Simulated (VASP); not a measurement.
# KI (I4/mmm) in VASP: a series of runs

KI is run at these levels: PBE; tasks: single point.

All numbers are computed with VASP 6.6.1; they aren't measurements. Logs are shortened: lines on timing, memory, paths and dates and some standing lists are left out, and cuts for length are marked.

### 1 The cell of the first run

Symmetry: I4/mmm, No. 139, tetragonal system. Conventional cell: a = 4.984 Å, b = 4.984 Å, c = 7.261 Å, α = 90.00°, β = 90.00°, γ = 90.00°. Within 4.6 Å of K (site symmetry 4/mmm) lie 6 I at 3.52 to 3.63 Å. Within 4.6 Å of I (site symmetry 4/mmm) lie 6 K at 3.52 to 3.63 Å.

### 2 Single point, PBE (strain +0.0300 x Voigt [0, 0, 1, 0, 0, 0])

File INCAR:

```
PREC = Accurate
ENCUT = 520
EDIFF = 1E-7
ISMEAR = 0
SIGMA = 0.05
LREAL = False
LASPH = True
NELM = 100
ALGO = Normal
ISIF = 2
LWAVE = False
LCHARG = True
GGA = PE
LELF = True
LVHAR = True
NBANDS = 15
```

File KPOINTS:

```
regular mesh
0
Gamma
  6 6 6
```

File POSCAR:

```
KI
1.0
    0.0000000000      3.5245500000      3.6302865000
    3.5245500000      0.0000000000      3.6302865000
    3.5245500000      3.5245500000      0.0000000000
K I
1 1
Direct
    0.0000000000      0.0000000000      0.0000000000
    0.5000000000      0.5000000000      0.5000000000
```

Potentials or basis: VASP PAW PBE potentials, release 64 (K_sv, I).

The run is started by

```console
$ cat potpaw_PBE.64/K_sv/POTCAR potpaw_PBE.64/I/POTCAR > POTCAR
$ mpirun -np 1 vasp_std > vasp.out
```

OUTCAR:

```text
PREC = Accurate
   ENCUT = 520
   EDIFF = 1E-7
   ISMEAR = 0
   LREAL = False
   LASPH = True
   NELM = 100
   ISIF = 2
   GGA = PE

 ion  position               nearest neighbor table
   1  0.000  0.000  0.000-   2 3.52   2 3.52   2 3.52   2 3.52   2 3.63   2 3.63
   2  0.500  0.500  0.500-   1 3.52   1 3.52   1 3.52   1 3.52   1 3.63   1 3.63

  LATTYP: Found a body centered tetragonal cell.
 ALAT       =     4.9844664113
 C/A-ratio  =     1.4566399692

  Lattice vectors:

 A1 = (  -3.5245500000,   0.0000000000,   3.6302865000)
 A2 = (   3.5245500000,   0.0000000000,   3.6302865000)
 A3 = (   0.0000000000,   3.5245500000,  -3.6302865000)

Analysis of symmetry for initial positions (statically):
=====================================================================
 Subroutine PRICEL returns:
 Original cell was already a primitive cell.

 Routine SETGRP: Setting up the symmetry group for a
 body centered tetragonal supercell.

 Subroutine GETGRP returns: Found 16 space group operations
 (whereof 16 operations were pure point group operations)
 out of a pool of 16 trial point group operations.

The static configuration has the point symmetry D_4h.

Analysis of symmetry for dynamics (positions and initial velocities):
=====================================================================
 Subroutine PRICEL returns:
 Original cell was already a primitive cell.

 Routine SETGRP: Setting up the symmetry group for a
 body centered tetragonal supercell.

 Subroutine GETGRP returns: Found 16 space group operations
 (whereof 16 operations were pure point group operations)
 out of a pool of 16 trial point group operations.

The dynamic configuration has the point symmetry D_4h.

 Subroutine INISYM returns: Found 16 space group operations
 (whereof 16 operations are pure point group operations),
 and found     1 'primitive' translations

----------------------------------------------------------------------------------------

                                     Primitive cell

  volume of cell :      90.1941

  direct lattice vectors                    reciprocal lattice vectors
     0.000000000  3.524550000  3.630286500    -0.141862082  0.141862082  0.137730176
     3.524550000  0.000000000  3.630286500     0.141862082 -0.141862082  0.137730176
     3.524550000  3.524550000  0.000000000     0.141862082  0.141862082 -0.137730176

  length of vectors
     5.059785843  5.059785843  4.984466411     0.243350163  0.243350163  0.243350163

  position of ions in fractional coordinates (direct lattice)
     0.000000000  0.000000000  0.000000000
     0.500000000  0.500000000  0.500000000

  ion indices of the primitive-cell ions
   primitive index   ion index
                 1           1
                 2           2

----------------------------------------------------------------------------------------

 KPOINTS: regular mesh

Automatic generation of k-mesh.
 Grid dimensions read from file:
 generate k-points for:    6    6    6

 Generating k-lattice:

  Cartesian coordinates                     Fractional coordinates (reciprocal lattice)
    -0.023643680  0.023643680  0.022955029     0.166666667  0.000000000  0.000000000
     0.023643680 -0.023643680  0.022955029     0.000000000  0.166666667  0.000000000
     0.023643680  0.023643680 -0.022955029    -0.000000000 -0.000000000  0.166666667

  Length of vectors
     0.040558361  0.040558361  0.040558361

  Shift w.r.t. Gamma in fractional coordinates (k-lattice)
     0.000000000  0.000000000  0.000000000

 Subroutine IBZKPT returns following result:
 ===========================================

 Found     30 irreducible k-points:

 Following reciprocal coordinates:
            Coordinates               Weight
  0.000000  0.000000  0.000000      1.000000
  0.166667 -0.000000  0.000000      8.000000
  0.333333  0.000000  0.000000      8.000000
  0.500000 -0.000000  0.000000      4.000000
  0.166667  0.166667  0.000000      2.000000
  0.333333  0.166667  0.000000      8.000000
[... 16 lines left out ...]
  0.333333  0.000000  0.333333      4.000000
  0.500000 -0.000000  0.333333     16.000000
 [... further k-points ...]
   k-points           NKPTS =     30   k-points in BZ     NKDIM =     30   number of bands    NBANDS=     15
   number of dos      NEDOS =    301   number of ions     NIONS =      2
   total plane-waves  NPLWV =  64000
   dimension x,y,z NGX =    40 NGY =   40 NGZ =   40
   dimension x,y,z NGXF=    80 NGYF=   80 NGZF=   80
   ions per type =               1   1
   NGX,Y,Z   is equivalent  to a cutoff of  13.14, 13.14, 13.34 a.u.
   NGXF,Y,Z  is equivalent  to a cutoff of  26.29, 26.29, 26.68 a.u.
 SYSTEM =  unknown system
   PREC   = accura    normal or accurate (medium, high low for compatibility)
   ISTART =      0    job   : 0-new  1-cont  2-samecut
   ICHARG =      2    charge: 1-file 2-atom 10-const
   ISPIN  =      1    spin polarized calculation?
   LNONCOLLINEAR =      F non collinear calculations
   LSORBIT =      F    spin-orbit coupling
   LASPH  =      T    aspherical Exc in radial PAW
   ENCUT  =  520.0 eV  38.22 Ry    6.18 a.u.   9.41  9.41  9.27*2*pi/ulx,y,z
   NELM   =    100;   NELMIN=  2; NELMDL= -5     # of ELM steps
   EDIFF  = 0.1E-06   stopping-criterion for ELM
   LREAL  =      F    real-space projection
   EDIFFG = 0.1E-05   stopping-criterion for IOM
   NSW    =      0    number of steps for IOM
   IBRION =     -1    ionic relax: 0-MD 1-quasi-New 2-CG
   NFREE  =      0    steps in history (QN), initial steepest desc. (CG)
   ISIF   =      2    stress and relaxation
   ISYM   =      2    0-nonsym 1-usesym 2-fastsym
   POTIM  = 0.5000    time-step for ionic-motion
   TEBEG  =    0.0;   TEEND  =   0.0 temperature during run
   PSTRESS=    0.0 pullay stress
   NELECT =      16.0000    total number of electrons
   NUPDOWN=      -1.0000    fix difference up-down
   EMIN   =  10.00;   EMAX   =-10.00  energy-range for DOS
   EFERMI =   0.00;   METHOD = LEGACY
   ISMEAR =     0;   SIGMA  =   0.05  broadening in eV -4-tet -1-fermi 0-gaus
   EFERMI_NEDOS =   21; number of points for ismear=-14 and -15
   IALGO  =     38    algorithm
   IMIX   =      4    mixing-type and parameters
     AMIX     =   0.40;   BMIX     =  1.00
     AMIX_MAG =   1.60;   BMIX_MAG =  1.00
  volume/ion in A,a.u.               =      45.10       304.33
  Fermi-wavevector in a.u.,A,eV,Ry     =   0.919861  1.738285 11.512485  0.846144
  Thomas-Fermi vector in A             =   2.045102
   LORBIT       =      0    0 simple, 1 ext, 2 COOP (PROOUT), +10 PAW based schemes
   GGA     = PE    functional components
   LHFCALC =     F    Hartree Fock is set to
   AEXX    =    0.0000 exact exchange contribution
   IVDW    =     0    specifies the selected vdW correction
   LEPSILON=     F    determine dielectric tensor
   LRPA    =     F    only Hartree local field effects (RPA)
 non-spin polarized calculation
 Gauss-broadening in eV      SIGMA  =   0.05
  energy-cutoff  :      520.00
  volume of cell :       90.19
 maximum number of plane-waves:      2453
 NGX is ok and might be reduce to    40
   NGX = 19   NGY = 19   NGZ = 19

 number of electron      16.0000000 magnetization

 Free energy of the ion-electron system (eV)
  ---------------------------------------------------
  ext. energy  EPLUGINS =         0.00000000
  ---------------------------------------------------
  free energy    TOTEN  =        -5.55865240 eV

  energy without entropy =       -5.55865240  energy(sigma->0) =       -5.55865240

 E-fermi :  -0.2416     XC(G=0):  -7.0884

 val. band max:       -0.5289989907   @ k =   0.0000   0.0000   0.0000
 cond. band min:       3.3795215017   @ k =   0.0000   0.0000   0.0000
 fundamental gap:      3.9085204924
 Fermi energy:        -0.2416279767

 k-point     1 :       0.0000    0.0000    0.0000
  band No.  band energies     occupation
      1     -29.0712      2.00000
      2     -12.5573      2.00000
      3     -12.5561      2.00000
      4     -12.5561      2.00000
      5     -11.0005      2.00000
      6      -0.5338      2.00000
      7      -0.5290      2.00000
      8      -0.5290      2.00000
      9       3.3795      0.00000
     10       5.8605      0.00000
     11       6.0338      0.00000
     12       6.0338      0.00000
     13       6.6240      0.00000
     14       6.7324      0.00000
     15       9.2361      0.00000

 k-point     2 :       0.1667   -0.0000    0.0000
  band No.  band energies     occupation
      1     -29.0707      2.00000
      2     -12.5920      2.00000
      3     -12.5579      2.00000
      4     -12.5562      2.00000
      5     -10.9352      2.00000
      6      -0.9320      2.00000
      7      -0.6189      2.00000
      8      -0.6133      2.00000
      9       3.9896      0.00000
     10       5.8822      0.00000
     11       6.2137      0.00000
     12       6.3139      0.00000
     13       6.9280      0.00000
     14       7.0415      0.00000
     15      10.0819      0.00000

 k-point     3 :       0.3333    0.0000    0.0000
  band No.  band energies     occupation
      1     -29.0698      2.00000
      2     -12.6565      2.00000
      3     -12.5599      2.00000
      4     -12.5565      2.00000
      5     -10.8094      2.00000
      6      -1.5461      2.00000
      7      -0.7795      2.00000
      8      -0.7705      2.00000
      9       4.7786      0.00000
     10       6.4296      0.00000
     11       6.8853      0.00000
     12       7.0066      0.00000
     13       7.7488      0.00000
     14       7.8481      0.00000
     15       9.0367      0.00000

 k-point     4 :       0.5000   -0.0000    0.0000
  band No.  band energies     occupation
      1     -29.0694      2.00000
      2     -12.6860      2.00000
      3     -12.5609      2.00000
      4     -12.5567      2.00000
      5     -10.7483      2.00000
      6      -1.8010      2.00000
      7      -0.8545      2.00000
      8      -0.8441      2.00000
      9       4.9674      0.00000
     10       7.1080      0.00000
     11       7.4642      0.00000
     12       7.6807      0.00000
     13       8.1316      0.00000
     14       8.1413      0.00000
     15       8.6345      0.00000
[... 307 lines left out ...]
 k-point    22 :      -0.3333    0.5000    0.1667
  band No.  band energies     occupation
      1     -29.0689      2.00000
      2     -12.5961      2.00000
      3     -12.5906      2.00000
      4     -12.5776      2.00000
      5     -10.8264      2.00000
      6      -1.3826      2.00000
      7      -1.0534      2.00000
      8      -1.0502      2.00000
      9       5.1837      0.00000
     10       5.8156      0.00000
     11       6.8451      0.00000
     12       7.6899      0.00000
     13       7.9592      0.00000
     14       9.0459      0.00000
     15       9.3687      0.00000

 k-point    23 :       0.3333    0.0000    0.3333
  band No.  band energies     occupation
      1     -29.0693      2.00000
      2     -12.6123      2.00000
      3     -12.5706      2.00000
      4     -12.5687      2.00000
      5     -10.8522      2.00000
      6      -1.4439      2.00000
      7      -0.8372      2.00000
      8      -0.8082      2.00000
      9       4.7071      0.00000
     10       5.1031      0.00000
     11       7.2835      0.00000
     12       7.4794      0.00000
     13       8.1852      0.00000
     14       8.2713      0.00000
     15       9.3784      0.00000

 k-point    24 :       0.5000   -0.0000    0.3333
  band No.  band energies     occupation
      1     -29.0689      2.00000
      2     -12.6124      2.00000
      3     -12.5789      2.00000
      4     -12.5704      2.00000
      5     -10.8332      2.00000
      6      -1.4601      2.00000
      7      -1.0354      2.00000
      8      -0.8854      2.00000
      9       4.8157      0.00000
     10       5.6261      0.00000
     11       7.1439      0.00000
     12       7.6489      0.00000
     13       8.3177      0.00000
     14       8.7244      0.00000
     15       9.2506      0.00000

 [... further k-points ...]

------------------------ aborting loop because EDIFF is reached ----------------------------------------

  FORCE on cell =-STRESS in cart. coord.  units (eV):
  Direction    XX          YY          ZZ          XY          YZ          ZX
  --------------------------------------------------------------------------------------
  -------------------------------------------------------------------------------------
  Total        0.3230169      0.3230169     -0.0505324      0.0000000      0.0000000      0.0000000
  in kB        5.7379607      5.7379607     -0.8976397      0.0000000      0.0000000      0.0000000
  external PRESSURE =       3.5260939 kB  Pullay stress =       0.0000000 kB

 VOLUME and BASIS-vectors are now :
 -----------------------------------------------------------------------------
  energy-cutoff  :      520.00
  volume of cell :       90.19
      direct lattice vectors                 reciprocal lattice vectors
     0.000000000  3.524550000  3.630286500    -0.141862082  0.141862082  0.137730176
     3.524550000  0.000000000  3.630286500     0.141862082 -0.141862082  0.137730176
     3.524550000  3.524550000  0.000000000     0.141862082  0.141862082 -0.137730176

 POSITION                                       TOTAL-FORCE (eV/Angst)
 -----------------------------------------------------------------------------------
      0.00000      0.00000      0.00000         0.000000     -0.000000     -0.000000
      3.52455      3.52455      3.63029        -0.000000      0.000000      0.000000
 -----------------------------------------------------------------------------------
    total drift:                                0.000000     -0.000000     -0.000000

  FREE ENERGIE OF THE ION-ELECTRON SYSTEM (eV)
  ---------------------------------------------------
  free  energy   TOTEN  =        -5.5586524017 eV

  energy  without entropy=       -5.5586524017  energy(sigma->0) =       -5.55865240
```

Run time: 84 s. Hardware: 1 thread of Intel Xeon Platinum 8488C (Sapphire Rapids), shared host; peak memory 0.25 GiB.

Results:

| Property | Result |
| --- | --- |
| Free energy | -5.5587 eV |
| Pressure | 0.4 GPa |
| Band gap on the k mesh | 3.91 eV, direct |

Stress tensor (GPa, compression positive):
```
 0.57  0.00  0.00
 0.00  0.57  0.00
 0.00  0.00 -0.09
```

Levels at points of the mesh, in eV from the valence-band top:
```
           k point  band 4  band 5  band 6  band 7  band 8  band 9  band 10  band 11  band 12  band 13
(0.00, 0.00, 0.00)  -12.03  -10.47    0.00    0.00    0.00    3.91     6.39     6.56     6.56     7.15
(0.50, 0.00, 0.00)  -12.03  -10.22   -1.27   -0.33   -0.32    5.50     7.64     7.99     8.21     8.66
(0.50, 0.50, 0.00)  -12.04  -10.34   -0.98   -0.33   -0.33    4.98     5.71     8.03     8.61     8.64
(0.50, 0.00, 0.50)  -12.04  -10.33   -0.96   -0.39   -0.35    4.96     5.72     8.09     8.65     8.73
```

Caveat: the cell differs from its parent crystal (strain +0.0300 x Voigt [0, 0, 1, 0, 0, 0]); spin-orbit coupling is left out, which moves the levels of the heavy elements.

### 3 Single point, PBE (strain +0.0200 x Voigt [0, 0, 1, 0, 0, 0])

File INCAR:

```
PREC = Accurate
ENCUT = 520
EDIFF = 1E-6
ISMEAR = 0
SIGMA = 0.05
LREAL = False
LASPH = True
NELM = 60
ALGO = Normal
ISIF = 2
LWAVE = False
LCHARG = False
GGA = PE
NBANDS = 15
```

File KPOINTS:

```
Automatic mesh
0
Gamma
  6 6 6
```

File POSCAR:

```
KI
1.0
    0.0000000000      3.5245500000      3.5950410000
    3.5245500000      0.0000000000      3.5950410000
    3.5245500000      3.5245500000      0.0000000000
K I
1 1
Direct
    0.0000000000      0.0000000000      0.0000000000
    0.5000000000      0.5000000000      0.5000000000
```

Potentials or basis: VASP PAW PBE potentials, release 64 (K_sv, I).

The run is started by

```console
$ cat potpaw_PBE.64/K_sv/POTCAR potpaw_PBE.64/I/POTCAR > POTCAR
$ mpirun -np 1 vasp_std > vasp.out
```

Run time: 65 s. Hardware: 1 thread of Intel Xeon Platinum 8488C (Sapphire Rapids), shared host; peak memory 0.25 GiB.

The run converged. Its results:

```yaml
Free_energy: -5.5585 eV
Pressure: 0.5 GPa
Band_gap_on_the_k_mesh: 3.93 eV, direct
```

Stress tensor (GPa, compression positive):
```
0.63 0.00 0.00
0.00 0.63 0.00
0.00 0.00 0.15
```

Levels at points of the mesh, in eV from the valence-band top:
```csv
k point,band 4,band 5,band 6,band 7,band 8,band 9,band 10,band 11,band 12,band 13
"(0.00, 0.00, 0.00)",-12.01,-10.48,0.00,0.00,0.00,3.93,6.42,6.54,6.54,7.17
"(0.50, 0.00, 0.00)",-12.01,-10.22,-1.29,-0.33,-0.32,5.51,7.67,8.05,8.19,8.68
"(0.50, 0.50, 0.00)",-12.03,-10.35,-0.99,-0.34,-0.34,4.96,5.73,8.05,8.67,8.68
"(0.50, 0.00, 0.50)",-12.03,-10.34,-0.97,-0.38,-0.36,4.95,5.74,8.10,8.68,8.77
```

Caveat: the cell differs from its parent crystal (strain +0.0200 x Voigt [0, 0, 1, 0, 0, 0]); spin-orbit coupling is left out, which moves the levels of the heavy elements.

### 4 Single point, PBE (strain +0.0400 x Voigt [0, 0, 1, 0, 0, 0])

File INCAR:

```
ALGO = Normal
EDIFF = 1E-7
ENCUT = 520
GGA = PE
ISIF = 2
ISMEAR = 0
LASPH = T
LCHARG = F
LREAL = F
LWAVE = F
NBANDS = 15
NELM = 100
PREC = Accurate
SIGMA = 0.05
```

File KPOINTS:

```
k-points
0
Gamma
  6 6 6
```

File POSCAR:

```
KI
1.0
    0.0000000000      3.5245500000      3.6655320000
    3.5245500000      0.0000000000      3.6655320000
    3.5245500000      3.5245500000      0.0000000000
K I
1 1
Direct
    0.0000000000      0.0000000000      0.0000000000
    0.5000000000      0.5000000000      0.5000000000
```

The run is started by

```console
$ cat potpaw_PBE.64/K_sv/POTCAR potpaw_PBE.64/I/POTCAR > POTCAR
$ mpirun -np 1 vasp_std > vasp.out
```

Wall time 82 s (1 thread of Intel Xeon Platinum 8488C (Sapphire Rapids), shared host); peak memory 0.25 GiB.

The run converged. Its results:

```yaml
Free_energy: -5.5577 eV
Pressure: 0.3 GPa
Band_gap_on_the_k_mesh: 3.89 eV, direct
```

Stress tensor (GPa, compression positive):
```
 0.53  0.00  0.00
 0.00  0.53  0.00
 0.00  0.00 -0.29
```

Levels at points of the mesh, in eV from the valence-band top:
| k point | band 6 | band 7 | band 8 | band 9 | band 10 | band 11 |
| --- | --- | --- | --- | --- | --- | --- |
| (0.00, 0.00, 0.00) | -0.01 | 0.00 | 0.00 | 3.89 | 6.36 | 6.59 |
| (0.50, 0.00, 0.00) | -1.25 | -0.32 | -0.31 | 5.49 | 7.60 | 7.94 |
| (0.50, 0.50, 0.00) | -0.97 | -0.31 | -0.31 | 5.00 | 5.69 | 8.00 |
| (0.50, 0.00, 0.50) | -0.94 | -0.39 | -0.34 | 4.98 | 5.70 | 8.09 |

Caveat: the cell differs from its parent crystal (strain +0.0400 x Voigt [0, 0, 1, 0, 0, 0]); spin-orbit coupling is left out, which moves the levels of the heavy elements.

(Continued in part 2 of 2.)
